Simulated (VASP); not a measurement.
# Gd: single point with PBEsol

Gd:

```
CELL_PARAMETERS angstrom
-2.02500 2.02500 2.02500
2.02500 -2.02500 2.02500
2.02500 2.02500 -2.02500
ATOMIC_POSITIONS crystal
Gd 0.00000 0.00000 0.00000
```

```
Program             : VASP 6.6.1
Task                : single point
Functional          : PBEsol
Potentials or basis : VASP PAW PBE potentials, release 64 (Gd)
Cutoff              : 520 eV
k mesh              : 9 × 9 × 9
Occupations         : fermi-dirac, width 0.05 eV
Spin                : collinear spin, ferromagnetic start
Starting moments    : [2.01] μB
```

The pressure is -2.4 GPa. The net moment is 7.61 μB per cell. The site moments are Gd +7.00 μB and the valence electrons inside the program's atomic spheres are Gd 15.18.

Levels at points of the mesh, in eV from the Fermi level:
Spin up:
| k point | band 9 | band 10 | band 11 | band 12 | band 13 | band 14 | band 15 | band 16 | band 17 | band 18 |
| --- | --- | --- | --- | --- | --- | --- | --- | --- | --- | --- |
| (0.00, 0.00, 0.00) | -4.72 | -4.72 | -4.72 | -4.69 | 1.27 | 1.27 | 1.27 | 3.50 | 3.50 | 10.41 |
Spin down:
```tsv
k point	band 3	band 4	band 5	band 6	band 7	band 8
(0.00, 0.00, 0.00)	-19.88	-19.88	-4.22	0.33	0.33	0.33
```

Run time: 38 s on 1 thread of Intel(R) Xeon(R) 6975P-C (Granite Rapids), with other jobs on the host, peak memory 0.2 GiB.

Caveat: the PAW data sets were made with another functional, which shifts forces and pressure a little; spin-orbit coupling is left out, which moves the levels of the heavy elements. The state reached can hang on the start; a lower one may exist.
